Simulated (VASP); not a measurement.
Write the native input for VASP 6.6.1 that does the following.

```yaml
Task: relaxation of cell and atoms
Functional: PBE
Potentials_or_basis: VASP PAW PBE potentials, release 64 (Li_sv, Cl)
Cutoff: 600 eV
k_mesh: 8 × 8 × 8
Occupations: gaussian, width 0.02 eV
Spin: no spin polarisation
Dipole_correction: no
Further_INCAR_settings: ALGO = Normal; EDIFF = 1e-07; IBRION = 2; EDIFFG = -0.01; NSW = 100; ISIF = 3
```

The structure of LiCl lies in POSCAR:

```
LiCl
1.0
    0.0000000000      2.5744533106      2.5744533106
    2.5744533106      0.0000000000      2.5744533106
    2.5744533106      2.5744533106      0.0000000000
Li Cl
1 1
Direct
    0.5000000000      0.5000000000      0.5000000000
    0.0000000000      0.0000000000      0.0000000000
```

The input as run:

INCAR

```
PREC = Accurate
ENCUT = 600
EDIFF = 1E-7
ISMEAR = 0
SIGMA = 0.02
LREAL = False
LASPH = True
NELM = 60
ALGO = Normal
ISIF = 3
LWAVE = False
LCHARG = False
GGA = PE
IBRION = 2
NSW = 100
EDIFFG = -0.01
```

KPOINTS

```
regular mesh
0
Gamma
  8 8 8
```

Potentials or basis: VASP PAW PBE potentials, release 64 (Li_sv, Cl).

The run is started by

```bash
$ cat potpaw_PBE.64/Li_sv/POTCAR potpaw_PBE.64/Cl/POTCAR > POTCAR
$ mpirun -np 1 vasp_std > vasp.out
```

Results of the run:

```yaml
Pressure_after_relaxing: -0.1 GPa
Band_gap_on_the_k_mesh: 6.28 eV, direct
```

Caveat: the cutoff is under 1.25 times the usual one of these potentials, so pressure, stress and relaxed cells hold a basis-set (Pulay) error; the relaxation stopped at its first step, so nothing moved.

Run time: 5.9 s on 1 thread of AMD EPYC 9R45 96-Core Processor (Zen 5), with other jobs on the host, peak memory 0.13 GiB.
